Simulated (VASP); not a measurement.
# Dy: single point with r2SCAN+U

The system is Dy.

```
Dy
1.0
     3.59030    0.00000    0.00000
    -1.79515    3.10929    0.00000
     0.00000    0.00000    5.64750
Dy
2
Cartesian
  0.0000 2.0729 1.4119
  1.7951 1.0364 4.2356
```

```yaml
Program: VASP 6.6.1
Task: single point
Functional: r2SCAN
Potentials_or_basis: VASP PAW PBE potentials, release 64 (Dy)
Cutoff: 520 eV
k_mesh: 8 × 8 × 5
Occupations: fermi-dirac, width 0.1 eV
Spin: collinear spin, ferromagnetic start
Starting_moments: "[5.93, 5.93] μB"
Hubbard_terms: Dy f U = 2.0 eV
Dipole_correction: no
Further_INCAR_settings: ALGO = Normal; EDIFF = 1e-07; NBANDS = 31
```

| Item | Value |
| --- | --- |
| Pressure | 1.6 GPa |
| Net moment | 11.42 μB per cell |
| Site moments | Dy +5.14 μB |
| Valence electrons inside the program's atomic spheres | Dy 17.59 |

Stress tensor (GPa, compression positive):
```
0.85 0.00 0.00
0.00 0.85 0.00
0.00 0.00 3.10
```

Levels at points of the mesh, in eV from the Fermi level:
Spin up:
```
           k point  band 24  band 25  band 26  band 27  band 28  band 29
(0.00, 0.00, 0.00)    -2.80     0.59     1.64     1.64     2.03     2.36
(0.50, 0.00, 0.00)    -1.80    -1.42    -0.55     1.01     1.19     2.20
```
Spin down:
| k point | band 10 | band 11 | band 12 | band 13 | band 14 | band 15 | band 16 | band 17 | band 18 | band 19 |
| --- | --- | --- | --- | --- | --- | --- | --- | --- | --- | --- |
| (0.00, 0.00, 0.00) | -3.11 | -3.05 | -3.03 | -3.01 | -1.37 | 0.38 | 0.38 | 0.44 | 0.44 | 1.64 |
| (0.50, 0.00, 0.00) | -2.97 | -2.92 | -2.91 | -1.11 | -0.97 | -0.72 | 0.42 | 0.44 | 0.49 | 0.54 |

Eigenvalues of the final occupation matrices:
| site | spin | trace | eigenvalues |
| --- | --- | --- | --- |
| site 1 f | 1 | 6.97 | 0.99 1.00 1.00 1.00 1.00 1.00 1.00 |
| site 1 f | 2 | 2.05 | 0.00 0.00 0.00 0.04 0.04 0.99 0.99 |
| site 2 f | 1 | 6.97 | 0.99 1.00 1.00 1.00 1.00 1.00 1.00 |
| site 2 f | 2 | 2.05 | 0.00 0.00 0.00 0.04 0.04 0.99 0.99 |

Run time: 8.4 min on 1 thread of Intel(R) Xeon(R) 6975P-C (Granite Rapids), on a shared host, peak memory 0.28 GiB.

Caveat: the magnetic or orbital state may not be the lowest; the PAW data sets were made with another functional, which shifts forces and pressure a little; spin-orbit coupling is left out, which moves the levels of the heavy elements. The state reached can hang on the start; a lower one may exist.
